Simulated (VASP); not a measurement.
# Ge (Cmcm) in VASP: settings compared

Aim: see how the results for Ge move with the level of theory and the settings. Levels: revPBE+D3(BJ), revPBE+D4. Tasks: relaxation of cell and atoms.

Everything below comes from runs of VASP 6.6.1. Logs are shortened: lines on timing, memory, paths and dates and some standing lists are left out, and cuts for length are marked.

## 1. The cell of the first run

Symmetry: Cmcm, No. 63, orthorhombic system. Conventional cell: a = 2.976 Å, b = 5.189 Å, c = 4.728 Å, α = 90.00°, β = 90.00°, γ = 90.00°. Within 3.9 Å of Ge (site symmetry m2m) lie 12 Ge at 2.92 to 2.99 Å.

This isn't the form of Ge at room conditions, which is diamond.

## 2. Relaxation of cell and atoms, revPBE+D3(BJ)

Contents of INCAR:

```
SYSTEM = Ge
PREC = Accurate
ENCUT = 600
EDIFF = 1E-6
ISMEAR = -1
SIGMA = 0.05
LREAL = .FALSE.
LASPH = .TRUE.
NELM = 60
ALGO = Normal
ISIF = 3
LWAVE = .FALSE.
LCHARG = .FALSE.
GGA = RE
IVDW = 12
IBRION = 2
NSW = 60
EDIFFG = -0.01
```

Contents of KPOINTS:

```
regular mesh
0
G
  10 10 6
  0 0 0
```

Contents of POSCAR:

```
Ge
1.0
    1.4880529250     -2.5946896100      0.0000000000
    1.4880529250      2.5946896100      0.0000000000
    0.0000000000      0.0000000000      4.7275957900
Ge
2
Direct
    0.3334466300      0.6665533700      0.2500000000
    0.6665533700      0.3334466300      0.7500000000
```

Potentials or basis: VASP PAW PBE potentials, release 64 (Ge_d).

On the command line:

```sh
$ cat potpaw_PBE.64/Ge_d/POTCAR > POTCAR
$ mpirun -np 1 vasp_std > vasp.out
```

OUTCAR:

```text
SYSTEM = Ge
   PREC = Accurate
   ENCUT = 600
   EDIFF = 1E-6
   ISMEAR = -1
   LREAL = .FALSE.
   LASPH = .TRUE.
   NELM = 60
   ISIF = 3
   GGA = RE
   IVDW = 12
   IBRION = 2
   NSW = 60
   EDIFFG = -0.01
 IVDW          = 12

 ion  position               nearest neighbor table
   1  0.333  0.667  0.250-
   2  0.667  0.333  0.750-

  LATTYP: Found a base centered orthorhombic cell.
 ALAT       =     2.9761058500
 B/A-ratio  =     1.7436809984
 C/A-ratio  =     1.5885173540

  Lattice vectors:

 A1 = (   1.4880529250,  -2.5946896100,   0.0000000000)
 A2 = (   1.4880529250,   2.5946896100,   0.0000000000)
 A3 = (   0.0000000000,   0.0000000000,   4.7275957900)

Analysis of symmetry for initial positions (statically):
=====================================================================
 Subroutine PRICEL returns:
 Original cell was already a primitive cell.

 Routine SETGRP: Setting up the symmetry group for a
 base centered orthorhombic supercell.

 Subroutine GETGRP returns: Found  8 space group operations
 (whereof  4 operations were pure point group operations)
 out of a pool of  8 trial point group operations.

The static configuration has the point symmetry C_2h.
 The point group associated with its full space group is D_2h.

Analysis of symmetry for dynamics (positions and initial velocities):
=====================================================================
 Subroutine PRICEL returns:
 Original cell was already a primitive cell.

 Routine SETGRP: Setting up the symmetry group for a
 base centered orthorhombic supercell.

 Subroutine GETGRP returns: Found  8 space group operations
 (whereof  4 operations were pure point group operations)
 out of a pool of  8 trial point group operations.

The dynamic configuration has the point symmetry C_2h.
 The point group associated with its full space group is D_2h.

 Subroutine INISYM returns: Found  8 space group operations
 (whereof  4 operations are pure point group operations),
 and found     1 'primitive' translations

----------------------------------------------------------------------------------------

                                     Primitive cell

  volume of cell :      36.5068

  direct lattice vectors                    reciprocal lattice vectors
     1.488052925 -2.594689610  0.000000000     0.336009554 -0.192701277  0.000000000
     1.488052925  2.594689610  0.000000000     0.336009554  0.192701277  0.000000000
     0.000000000  0.000000000  4.727595790     0.000000000  0.000000000  0.211524006

  length of vectors
     2.991106096  2.991106096  4.727595790     0.387345069  0.387345069  0.211524006

  position of ions in fractional coordinates (direct lattice)
     0.333446630  0.666553370  0.250000000
     0.666553370  0.333446630  0.750000000

  ion indices of the primitive-cell ions
   primitive index   ion index
                 1           1
                 2           2

----------------------------------------------------------------------------------------

 KPOINTS: regular mesh

Automatic generation of k-mesh.
 Grid dimensions read from file:
 generate k-points for:   10   10    6

 Generating k-lattice:

  Cartesian coordinates                     Fractional coordinates (reciprocal lattice)
     0.033600955 -0.019270128  0.000000000     0.100000000 -0.000000000  0.000000000
     0.033600955  0.019270128  0.000000000    -0.000000000  0.100000000  0.000000000
     0.000000000  0.000000000  0.035254001     0.000000000  0.000000000  0.166666667

  Length of vectors
     0.038734507  0.038734507  0.035254001

  Shift w.r.t. Gamma in fractional coordinates (k-lattice)
     0.000000000  0.000000000  0.000000000

 Subroutine IBZKPT returns following result:
 ===========================================

 Found    124 irreducible k-points:

 Following reciprocal coordinates:
            Coordinates               Weight
  0.000000  0.000000  0.000000      1.000000
  0.100000  0.000000  0.000000      4.000000
  0.200000  0.000000  0.000000      4.000000
  0.300000 -0.000000  0.000000      4.000000
  0.400000 -0.000000  0.000000      4.000000
  0.500000 -0.000000  0.000000      2.000000
[... 16 lines left out ...]
  0.300000  0.300000  0.000000      2.000000
  0.400000  0.300000  0.000000      4.000000
 [... further k-points ...]
   k-points           NKPTS =    124   k-points in BZ     NKDIM =    124   number of bands    NBANDS=     18
   number of dos      NEDOS =    301   number of ions     NIONS =      2
   total plane-waves  NPLWV =  23040
   dimension x,y,z NGX =    24 NGY =   24 NGZ =   40
   dimension x,y,z NGXF=    48 NGYF=   48 NGZF=   80
   ions per type =               2
   NGX,Y,Z   is equivalent  to a cutoff of  13.34, 13.34, 14.07 a.u.
   NGXF,Y,Z  is equivalent  to a cutoff of  26.68, 26.68, 28.13 a.u.
 SYSTEM =  Ge
   PREC   = accura    normal or accurate (medium, high low for compatibility)
   ISTART =      0    job   : 0-new  1-cont  2-samecut
   ICHARG =      2    charge: 1-file 2-atom 10-const
   ISPIN  =      1    spin polarized calculation?
   LNONCOLLINEAR =      F non collinear calculations
   LSORBIT =      F    spin-orbit coupling
   LASPH  =      T    aspherical Exc in radial PAW
   ENCUT  =  600.0 eV  44.10 Ry    6.64 a.u.   5.97  5.97  9.44*2*pi/ulx,y,z
   NELM   =     60;   NELMIN=  2; NELMDL= -5     # of ELM steps
   EDIFF  = 0.1E-05   stopping-criterion for ELM
   LREAL  =      F    real-space projection
   EDIFFG = -.1E-01   stopping-criterion for IOM
   NSW    =     60    number of steps for IOM
   IBRION =      2    ionic relax: 0-MD 1-quasi-New 2-CG
   NFREE  =      1    steps in history (QN), initial steepest desc. (CG)
   ISIF   =      3    stress and relaxation
   ISYM   =      2    0-nonsym 1-usesym 2-fastsym
   POTIM  = 0.5000    time-step for ionic-motion
   TEBEG  =    0.0;   TEEND  =   0.0 temperature during run
   PSTRESS=    0.0 pullay stress
   NELECT =      28.0000    total number of electrons
   NUPDOWN=      -1.0000    fix difference up-down
   EMIN   =  10.00;   EMAX   =-10.00  energy-range for DOS
   EFERMI =   0.00;   METHOD = LEGACY
   ISMEAR =    -1;   SIGMA  =   0.05  broadening in eV -4-tet -1-fermi 0-gaus
   EFERMI_NEDOS =   21; number of points for ismear=-14 and -15
   IALGO  =     38    algorithm
   IMIX   =      4    mixing-type and parameters
     AMIX     =   0.40;   BMIX     =  1.00
     AMIX_MAG =   1.60;   BMIX_MAG =  1.00
  volume/ion in A,a.u.               =      18.25       123.18
  Fermi-wavevector in a.u.,A,eV,Ry     =   1.498544  2.831837 30.553703  2.245634
  Thomas-Fermi vector in A             =   2.610289
   LORBIT       =      0    0 simple, 1 ext, 2 COOP (PROOUT), +10 PAW based schemes
   GGA     = RE    functional components
   LHFCALC =     F    Hartree Fock is set to
   AEXX    =    0.0000 exact exchange contribution
   IVDW    =    12    specifies the selected vdW correction
   LEPSILON=     F    determine dielectric tensor
   LRPA    =     F    only Hartree local field effects (RPA)
 conjugate gradient relaxation of ions
 non-spin polarized calculation
  energy-cutoff  :      600.00
  volume of cell :       36.51
 maximum number of plane-waves:      1237
   NGX = 11   NGY = 11   NGZ = 19

--------------------------------------- Ionic step        1  -------------------------------------------

 number of electron      27.9999997 magnetization

 Free energy of the ion-electron system (eV)
  ---------------------------------------------------
  ext. energy  EPLUGINS =         0.00000000
  ---------------------------------------------------
  free energy    TOTEN  =        -7.73918463 eV

  energy without entropy =       -7.73062939  energy(sigma->0) =       -7.73490701

------------------------ aborting loop because EDIFF is reached ----------------------------------------

 Edisp (eV)   -1.38072

 E8    (eV) :    -0.9720

  FORCE on cell =-STRESS in cart. coord.  units (eV):
  Direction    XX          YY          ZZ          XY          YZ          ZX
  --------------------------------------------------------------------------------------
  -------------------------------------------------------------------------------------
  Total      -0.37799    -0.32730     0.22685     0.00000     0.00000     0.00000
  in kB     -16.58872   -14.36444     9.95564     0.00000     0.00000     0.00000
  external pressure =       -7.00 kB  Pullay stress =        0.00 kB
[... 97 lines left out ...]
  FREE ENERGIE OF THE ION-ELECTRON SYSTEM (eV)
  ---------------------------------------------------
  free  energy   TOTEN  =        -9.1254137430 eV

  energy  without entropy=       -9.1177636532  energy(sigma->0) =       -9.12158870

[... ionic steps 4 to 16 ...]

--------------------------------------- Ionic step       17  -------------------------------------------

 number of electron      27.9999986 magnetization

------------------------ aborting loop because EDIFF is reached ----------------------------------------

 Edisp (eV)   -1.39634

 E8    (eV) :    -0.9831
[... 69 lines left out ...]
  energy  without entropy=       -9.1203000343  energy(sigma->0) =       -9.12369251

--------------------------------------- Ionic step       19  -------------------------------------------

 number of electron      27.9999986 magnetization

 Free energy of the ion-electron system (eV)
  ---------------------------------------------------
  ext. energy  EPLUGINS =         0.00000000
  ---------------------------------------------------
  free energy    TOTEN  =        -7.72983576 eV

  energy without entropy =       -7.72306195  energy(sigma->0) =       -7.72644886

 E-fermi :   7.3321     XC(G=0): -11.4502

 val. band max:        7.2955695747   @ k =  -0.3000   0.1000   0.0000
 cond. band min:       7.3350563747   @ k =   0.4000   0.3000   0.0000
 fundamental gap:      0.0394867999
 Fermi energy:         7.3320870710

 k-point     1 :       0.0000    0.0000    0.0000
  band No.  band energies     occupation
      1     -17.4409      2.00000
      2     -17.4341      2.00000
      3     -17.4338      2.00000
      4     -17.4250      2.00000
      5     -17.4228      2.00000
      6     -17.4149      2.00000
[... 10 lines left out ...]
     17      16.6214      0.00000
     18      17.0633      0.00000
[... 466 lines left out ...]
      2     -17.4197      2.00000
      3     -17.4163      2.00000
      4     -17.4096      2.00000
      5     -17.3960      2.00000
      6     -17.3800      2.00000
[... 10 lines left out ...]
     17       8.6535      0.00000
     18       9.1747      0.00000

 [... further k-points ...]

------------------------ aborting loop because EDIFF is reached ----------------------------------------

 Edisp (eV)   -1.39725

 E8    (eV) :    -0.9837

  FORCE on cell =-STRESS in cart. coord.  units (eV):
  Direction    XX          YY          ZZ          XY          YZ          ZX
  --------------------------------------------------------------------------------------
  -------------------------------------------------------------------------------------
  Total      -0.00936     0.01095     0.01164     0.00000     0.00000     0.00000
  in kB      -0.41568     0.48602     0.51690     0.00000     0.00000     0.00000
  external pressure =        0.20 kB  Pullay stress =        0.00 kB
[... 17 lines left out ...]
  FREE ENERGIE OF THE ION-ELECTRON SYSTEM (eV)
  ---------------------------------------------------
  free  energy   TOTEN  =        -9.1270881256 eV

  energy  without entropy=       -9.1203143179  energy(sigma->0) =       -9.12370122

 reached required accuracy - stopping structural energy minimisation
```

It took 13 min on 1 thread of Intel Xeon 8259CL, shared host; peak memory 0.24 GiB.

What came out:

- Free energy: -9.1271 eV
- Relaxed volume: 18.04 Å³/atom
- Relaxed cell: a = 2.962 Å, b = 2.962 Å, c = 4.795 Å, α = 90.00°, β = 90.00°, γ = 120.95°
- Space group after relaxing (to 0.1 Å): P6_3/mmc (No. 194)
- Energy gained by relaxing: 3.6 meV/atom
- Ionic steps: 19
- Pressure after relaxing: 0.0 GPa
- Largest force after relaxing: 0.010 eV/Å
- Band gap on the k mesh: zero (bands 14 and 15 overlap by 9.32 eV)
- Dispersion energy per atom: -0.699 eV

Forces in eV/Å, atoms in the order of the input:
```
Ge   0.000 -0.010  0.000
Ge   0.000  0.010  0.000
```

Stress tensor (GPa, compression positive):
```
-0.04  0.00  0.00
 0.00  0.05  0.00
 0.00  0.00  0.05
```

The path:
| step | energy change (eV) | largest force (eV/Å) | pressure (GPa) | volume (Å³) |
| --- | --- | --- | --- | --- |
| 1 | 0.0000 | 0.0008 | -0.70 | 36.51 |
| 2 | -0.0050 | 0.0033 | 0.17 | 36.08 |
| 3 | -0.0055 | 0.0070 | 0.95 | 35.67 |
| 4 | -0.0059 | 0.0058 | 0.62 | 35.85 |
| 5 | -0.0068 | 0.0076 | -0.06 | 36.13 |
| 6 | -0.0068 | 0.0077 | 0.22 | 36.07 |
| 7 | -0.0068 | 0.0074 | -0.04 | 36.09 |
| 8 | -0.0068 | 0.0077 | 0.09 | 36.08 |
| 9 | -0.0068 | 0.0077 | 0.06 | 36.07 |
| 10 | -0.0070 | 0.0081 | -0.15 | 36.12 |
| 11 | -0.0070 | 0.0080 | -0.08 | 36.13 |
| 12 | -0.0070 | 0.0081 | -0.11 | 36.14 |
| 13 | -0.0071 | 0.0078 | -0.18 | 36.16 |
| 14 | -0.0072 | 0.0096 | 0.15 | 36.11 |
| 15 | -0.0072 | 0.0107 | -0.02 | 36.11 |
| 16 | -0.0072 | 0.0095 | -0.01 | 36.11 |
| 17 | -0.0072 | 0.0090 | -0.06 | 36.11 |
| 18 | -0.0072 | 0.0093 | 0.07 | 36.09 |
| 19 | -0.0072 | 0.0096 | 0.02 | 36.09 |

Final structure:
```
Ge
1.0
     1.45987   -2.57744    0.00000
     1.45987    2.57744    0.00000
     0.00000    0.00000    4.79537
Ge
2
Direct
  0.33382 0.66618 0.25000
  0.66618 0.33382 0.75000
```

Caveat: the PAW data sets were made with another functional, which shifts forces and pressure a little.

## 3. Relaxation of cell and atoms, revPBE+D4

Contents of INCAR:

```
PREC = Accurate
ENCUT = 600
EDIFF = 1E-6
ISMEAR = -1
SIGMA = 0.05
LREAL = False
LASPH = True
NELM = 80
ALGO = Normal
ISIF = 3
LWAVE = False
LCHARG = False
GGA = RE
IVDW = 13
IBRION = 2
NSW = 60
EDIFFG = -0.01
```

Contents of KPOINTS:

```
Automatic mesh
0
Gamma
  10 10 6
```

POSCAR is that of step 2.

Potentials or basis: VASP PAW PBE potentials, release 64 (Ge_d).

On the command line:

```sh
$ cat potpaw_PBE.64/Ge_d/POTCAR > POTCAR
$ mpirun -np 1 vasp_std > vasp.out
```

It took 13 min on 1 thread of Intel Xeon 8259CL, shared host; peak memory 0.23 GiB.

The run converged. Its results:

```
Free energy                           : -9.0546 eV
Relaxed volume                        : 18.23 Å³/atom
Relaxed cell                          : a = 2.973 Å, b = 2.973 Å, c = 4.810 Å, α = 90.00°, β = 90.00°, γ = 120.99°
Space group after relaxing (to 0.1 Å) : P6_3/mmc (No. 194)
Energy gained by relaxing             : 3.1 meV/atom
Ionic steps                           : 27
Pressure after relaxing               : 0.1 GPa
Largest force after relaxing          : 0.010 eV/Å
Band gap on the k mesh                : zero (bands 14 and 15 overlap by 9.21 eV)
Dispersion energy per atom            : -0.655 eV
```

Forces in eV/Å, atoms in the order of the input:
```
Ge   0.000 -0.010  0.000
Ge   0.000  0.010  0.000
```

The path:
| step | energy change (eV) | largest force (eV/Å) | pressure (GPa) | volume (Å³) |
| --- | --- | --- | --- | --- |
| 1 | 0.0000 | 0.0010 | 0.01 | 36.51 |
| 2 | -0.0043 | 0.0029 | 0.04 | 36.51 |
| 3 | -0.0058 | 0.0058 | -0.11 | 36.52 |
| 4 | -0.0058 | 0.0057 | -0.10 | 36.52 |
| 5 | -0.0058 | 0.0057 | -0.09 | 36.52 |
| 6 | -0.0059 | 0.0065 | 0.27 | 36.45 |
| 7 | -0.0059 | 0.0073 | 0.00 | 36.45 |
| 8 | -0.0059 | 0.0065 | 0.13 | 36.45 |
| 9 | -0.0060 | 0.0069 | -0.35 | 36.52 |
| 10 | -0.0060 | 0.0080 | -0.08 | 36.51 |
| 11 | -0.0060 | 0.0071 | -0.12 | 36.51 |
| 12 | -0.0060 | 0.0072 | -0.11 | 36.52 |
| 13 | -0.0060 | 0.0067 | -0.06 | 36.52 |
| 14 | -0.0061 | 0.0081 | -0.19 | 36.50 |
| 15 | -0.0061 | 0.0093 | -0.19 | 36.48 |
| 16 | -0.0061 | 0.0090 | 0.29 | 36.41 |
| 17 | -0.0061 | 0.0108 | -0.10 | 36.45 |
| 18 | -0.0061 | 0.0091 | 0.02 | 36.44 |
| 19 | -0.0061 | 0.0111 | 0.10 | 36.44 |
| 20 | -0.0061 | 0.0107 | -0.13 | 36.44 |
| 21 | -0.0061 | 0.0091 | -0.04 | 36.44 |
| 22 | -0.0061 | 0.0078 | 0.08 | 36.44 |
| 23 | -0.0061 | 0.0092 | -0.07 | 36.46 |
| 24 | -0.0061 | 0.0085 | 0.04 | 36.46 |
| 25 | -0.0061 | 0.0092 | -0.07 | 36.47 |
| 26 | -0.0062 | 0.0096 | 0.09 | 36.46 |
| 27 | -0.0062 | 0.0096 | 0.05 | 36.46 |

Final structure:
```
CELL_PARAMETERS angstrom
1.46432 -2.58791 0.00000
1.46432 2.58791 0.00000
0.00000 0.00000 4.81033
ATOMIC_POSITIONS crystal
Ge 0.33395 0.66605 0.25000
Ge 0.66605 0.33395 0.75000
```

Levels at points of the mesh, in eV from the Fermi level:
```tsv
k point	band 11	band 12	band 13	band 14	band 15	band 16	band 17	band 18
(0.00, 0.00, 0.00)	-13.43	-7.84	-5.71	6.84	7.22	8.83	9.20	9.63
(0.50, 0.00, 0.00)	-8.30	-7.04	-2.46	-1.55	-0.89	1.37	2.57	6.50
(0.50, 0.50, 0.00)	-8.52	-7.19	-2.58	-1.63	-1.08	1.25	3.05	6.94
(0.00, 0.00, 0.50)	-11.81	-11.81	1.38	1.38	7.93	7.93	8.30	8.30
(0.50, 0.00, 0.50)	-6.90	-6.90	-4.98	-4.98	4.16	4.16	4.87	4.87
(0.50, 0.50, 0.50)	-7.12	-7.12	-5.07	-5.07	4.64	4.64	4.87	4.87
```

Caveat: the PAW data sets were made with another functional, which shifts forces and pressure a little.
